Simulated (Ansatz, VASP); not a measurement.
**Two plane-wave programs on Au**

File INCAR:

```
  ALGO = Fast
  EDIFF = 1E-6
  EDIFFG = -0.04
  ENCUT = 600
  GGA = PE
  IBRION = 2
  ISIF = 3
  ISMEAR = 0
  LASPH = T
  LCHARG = F
  LREAL = F
  LWAVE = F
  NELM = 100
  NSW = 90
  PREC = Accurate
  SIGMA = 0.1
```

File KPOINTS:

```
k-points
0
Gamma
  8 8 8
```

Contents of POSCAR:

```
Au
1.0
   -1.8006606029      1.8006606029      1.4135321375
    1.8006606029     -1.8006606029      1.4135321375
    1.8006606029      1.8006606029     -1.4135321375
Au
1
Direct
    0.5000000000      0.5000000000      0.0000000000
```

Input for Ansatz:

```yaml
crystal:
  lattice:
    - [-1.8006606029, 1.8006606029, 1.4135321375]
    - [1.8006606029, -1.8006606029, 1.4135321375]
    - [1.8006606029, 1.8006606029, -1.4135321375]
  atoms:
    - { symbol: Au, position: [0.5, 0.5, 0.0] }
basis:
  ecutwfc: 420
kpoints:
  mp_grid: { grid: [8, 8, 8] }
hamiltonian:
  xc: pbe
scf:
  occupations: { method: gaussian, width: 0.1 }
  lower_state_search: "off"
output:
  forces: true
  stress: true
  eigenvalues: true
relax:
  adjacent_minimum: "off"
  f_tol: 0.04
  max_steps: 70
  cell: { stress_tol: 0.4 }
```

Alike in both runs: task relaxation of cell and atoms; functional PBE; k mesh 8 × 8 × 8; occupations gaussian, width 0.1 eV; no spin polarisation.

```csv
,VASP,Ansatz
version,VASP 6.6.1,Ansatz 0.2.0
potentials or method,"VASP PAW PBE potentials, release 64 (Au), cutoff 600 eV","scalar-relativistic, plane waves, PAW"
valence electrons in the cell,11,19
```

Ansatz gave:

| Item | Value |
| --- | --- |
| gap on the k mesh at the Fermi level, each at its own relaxed structure (eV) | none |
| relaxed volume (Å³/atom) | 18.42 |
| relaxed length of the cell vector where the two differ most in proportion (Å) | 2.920 |

Question: What did VASP give for the same quantities?

Answer: gap on the k mesh at the Fermi level, each at its own relaxed structure (eV): none; relaxed volume (Å³/atom): 18.35; relaxed length of the cell vector where the two differ most in proportion (Å): 2.915.

A gap of «none» marks a metal or a gap that the smearing closes. VASP's potentials hold 11 valence electrons a cell and Ansatz's 19, so a difference there can come from the potentials and not from the codes.

Spin-orbit coupling is off throughout.
